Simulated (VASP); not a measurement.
Here is a VASP 6.6.1 calculation.

Contents of INCAR:

```
SYSTEM = C
PREC = Accurate
ENCUT = 520
EDIFF = 1E-7
ISMEAR = 0
SIGMA = 0.05
LREAL = .FALSE.
LASPH = .TRUE.
NELM = 100
ALGO = Normal
ISIF = 2
LWAVE = .FALSE.
LCHARG = .FALSE.
GGA = PE
NBANDS = 26
```

KPOINTS

```
Automatic mesh
0
G
  12 12 4
  0 0 0
```

POSCAR

```
C
1.0
    2.4971642856      0.0000000000      0.0000000000
   -1.2485821428      2.1626077088      0.0000000000
    0.0000000000      0.0000000000      8.2357629922
C
8
Direct
   -0.0082542016     -0.0165084032      0.0929732494
   -0.0082542016     -0.0165084032      0.5929732494
   -0.0082542016     -0.0165084032      0.4070267506
   -0.0082542016     -0.0165084032      0.9070267506
    0.3415875349      0.6831750699      0.1555299995
    0.6749208683      0.3498417365      0.6555299995
    0.3415875349      0.6831750699      0.3444700005
    0.6749208683      0.3498417365      0.8444700005
```

Potentials or basis: VASP PAW PBE potentials, release 64 (C).

Run with:

```bash
$ cat potpaw_PBE.64/C/POTCAR > POTCAR
$ mpirun -np 1 vasp_std > vasp.out
```

Task: Estimate the band gap on the k mesh.

Result: 3.97 eV (least direct gap 4.50 eV).

Task: Predict the largest force.

Result: 2.617 eV/Å.

Task: Estimate the pressure.

Result: 14.2 GPa.

Stress tensor (GPa, compression positive):
```
13.61  0.00  0.00
 0.00 15.64  0.00
 0.00  0.00 13.34
```

Caveat: the cell differs from its parent crystal (atoms displaced along a vibrational mode, the cell strained); the cell stands under pressure; forces of over 1 eV/Å act on the atoms, so gaps and moduli don't describe the material at rest. A k mesh can miss the band edges.
